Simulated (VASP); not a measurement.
A run of VASP 6.6.1:

Contents of INCAR:

```
PREC = Accurate
ENCUT = 520
EDIFF = 1E-6
ISMEAR = 0
SIGMA = 0.1
LREAL = False
LASPH = True
NELM = 150
ALGO = Normal
ISIF = 2
LWAVE = False
LCHARG = True
ISPIN = 2
MAGMOM = 1 0 0 1 1 1
LORBIT = 11
LMAXMIX = 4
GGA = PE
LELF = True
LVHAR = True
NBANDS = 48
```

KPOINTS

```
regular mesh
0
Gamma
  6 6 4
```

File POSCAR:

```
ZrGe2Pd3
1.0
    4.3462955522      0.0000000000      0.0000000000
   -2.1731477761      3.7640023606      0.0000000000
    0.0000000000      0.0000000000      6.0461532603
Zr Ge Pd
1 2 3
Direct
    0.0000000000      0.0000000000      0.0000000000
    0.3333333333      0.6666666667      0.7480020407
    0.6666666667      0.3333333333      0.2519979593
    0.3333333333      0.6666666667      0.2987103614
    0.6666666667      0.3333333333      0.7012896386
    0.0000000000      0.0000000000      0.5000000000
```

Potentials or basis: VASP PAW PBE potentials, release 64 (Zr_sv, Ge_d, Pd).

Launch:

```console
$ cat potpaw_PBE.64/Zr_sv/POTCAR potpaw_PBE.64/Ge_d/POTCAR potpaw_PBE.64/Pd/POTCAR > POTCAR
$ mpirun -np 1 vasp_std > vasp.out
```

Hardware: 1 thread of Intel(R) Xeon(R) Platinum 8259CL CPU @ 2.50GHz (Skylake/Cascade Lake) (shared host).

Problem. How long does it take, and how much memory?

Solution. Wall time 3.8 min on 1 thread of Intel(R) Xeon(R) Platinum 8259CL CPU @ 2.50GHz (Skylake/Cascade Lake), on a shared host, peak memory 0.36 GiB. Counts: scf iterations 15, k points 24.
